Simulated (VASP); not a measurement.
A run of VASP 6.6.1 is set up as follows.

The input INCAR:

```
  ALGO = Normal
  EDIFF = 1E-8
  ENCUT = 520
  IBRION = 6
  ISIF = 2
  ISMEAR = -1
  LASPH = T
  LCHARG = F
  LMIXTAU = T
  LREAL = F
  LWAVE = F
  METAGGA = R2SCAN
  NELM = 60
  NFREE = 2
  NSW = 1
  POTIM = 0.015
  PREC = Accurate
  SIGMA = 0.08
```

Contents of KPOINTS:

```
k-points
0
Gamma
  14 14 14
```

The input POSCAR:

```
TiC
1.0
    0.0000000000      2.1782178295      2.1782178295
    2.1782178295      0.0000000000      2.1782178295
    2.1782178295      2.1782178295      0.0000000000
Ti C
1 1
Direct
    0.0000000000      0.0000000000      0.0000000000
    0.5000000000      0.5000000000      0.5000000000
```

Potentials or basis: VASP PAW PBE potentials, release 64 (Ti_sv, C).

Run with:

```bash
$ cat potpaw_PBE.64/Ti_sv/POTCAR potpaw_PBE.64/C/POTCAR > POTCAR
$ mpirun -np 1 vasp_std > vasp.out
```

Q: What does it give for the highest phonon frequency at Γ?

A: 499 cm⁻¹.

Phonon frequencies in cm⁻¹ (negative: imaginary):
```csv
q point,frequencies
"(0.000, 0.000, 0.000)",-1 -1 -1 499 499 499
```

Caveat: the cell stands under pressure or tension, which shifts response properties.
